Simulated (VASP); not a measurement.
A run of VASP 6.6.1 is set up as follows.

The input POSCAR:

```
As
1.0
    2.9794804000     -0.1006165900      0.3237709600
   -0.1006165900      2.5830128800      0.2618843200
    0.3237709600      0.2618843200      2.5485519600
As
1
Direct
    0.5000000000      0.5000000000      0.5000000000
```

Contents of INCAR.step1:

```
SYSTEM = As
  PREC = Accurate
  ENCUT = 400
  EDIFF = 1E-5
  ISMEAR = -1
  SIGMA = 0.05
  LREAL = .False.
  LASPH = .True.
  NELM = 120
  ALGO = Normal
  ISIF = 2
  LWAVE = .True.
  LCHARG = .False.
  NBANDS = 8
  GGA = PE
  GGA_COMPAT = .False.
```

INCAR.step2

```
SYSTEM = As
  PREC = Accurate
  ENCUT = 400
  EDIFF = 1E-6
  ISMEAR = -1
  SIGMA = 0.05
  LREAL = .False.
  LASPH = .True.
  NELM = 120
  ALGO = Normal
  ISIF = 2
  LWAVE = .False.
  LCHARG = .False.
  GGA = PE
  LHFCALC = .True.
  AEXX = 0.25
  PRECFOCK = Normal
  NBANDS = 8
  ISTART = 1
  GGA_COMPAT = .False.
```

The input KPOINTS:

```
Automatic mesh
0
Gamma
  5 5 6
  0 0 0
```

Potentials or basis: VASP PAW PBE potentials, release 64 (As).

Launch:

```console
$ cat potpaw_PBE.64/As/POTCAR > POTCAR
$ cp INCAR.step1 INCAR
$ mpirun -np 1 vasp_std > vasp.out
$ cp INCAR.step2 INCAR
$ mpirun -np 1 vasp_std > vasp.out
```

Q: Estimate the pressure.

A: 2.8 GPa.

Q: Predict the band gap on the k mesh.

A: Zero (an odd number of electrons rules out a gap without spin polarisation).

Stress tensor (GPa, compression positive):
```
-7.40 -1.70 -1.96
-1.70  6.91 -9.59
-1.96 -9.59  8.75
```

Caveat: the k points lie up to 0.50 Å⁻¹ apart, too coarse for converged energies and pressures of a metal; the PAW data sets were made with another functional, which shifts forces and pressure a little; an odd number of electrons without spin polarisation forces a metal; a magnetic or distorted state may lie lower.
